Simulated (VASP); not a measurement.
Here is a VASP 6.6.1 calculation.

Contents of INCAR:

```
SYSTEM = Si3Mo5
PREC = Accurate
ENCUT = 500
EDIFF = 1E-6
ISMEAR = 0
SIGMA = 0.1
LREAL = .False.
LASPH = .True.
NELM = 120
ALGO = Normal
ISIF = 2
LWAVE = .False.
LCHARG = .False.
GGA = PS
IVDW = 12
NBANDS = 96
GGA_COMPAT = .False.
```

KPOINTS

```
regular mesh
0
Gamma
  4 4 4
  0 0 0
```

Contents of POSCAR:

```
Si3Mo5
1.0
   -4.8100000000      4.8100000000      2.4500000000
    4.8100000000     -4.8100000000      2.4500000000
    4.8100000000      4.8100000000     -2.4500000000
Si Mo
6 10
Direct
    0.2500000000      0.2500000000      0.0000000000
    0.7500000000      0.7500000000      0.0000000000
    0.6700000000      0.1700000000      0.8400000000
    0.1700000000      0.3300000000      0.5000000000
    0.3300000000      0.8300000000      0.1600000000
    0.8300000000      0.6700000000      0.5000000000
    0.7500000000      0.2500000000      0.5000000000
    0.2500000000      0.7500000000      0.5000000000
    0.2230000000      0.0740000000      0.2970000000
    0.0740000000      0.7770000000      0.8510000000
    0.7770000000      0.9260000000      0.7030000000
    0.9260000000      0.2230000000      0.1490000000
    0.2770000000      0.5740000000      0.8510000000
    0.4260000000      0.2770000000      0.7030000000
    0.7230000000      0.4260000000      0.1490000000
    0.5740000000      0.7230000000      0.2970000000
```

Potentials or basis: VASP PAW PBE potentials, release 64 (Si, Mo_sv).

Command:

```console
$ cat potpaw_PBE.64/Si/POTCAR potpaw_PBE.64/Mo_sv/POTCAR > POTCAR
$ mpirun -np 1 vasp_std > vasp.out
```

Predict the largest force.

0.389 eV/Å.

Predict the band gap on the k mesh.

zero (bands 82 and 83 overlap by 0.74 eV).

Stress tensor (GPa, compression positive):
```
-8.43  0.00  0.00
 0.00 -8.43  0.00
 0.00  0.00 -9.50
```

Caveat: the cell stands under tension; the PAW data sets were made with another functional, which shifts forces and pressure a little.
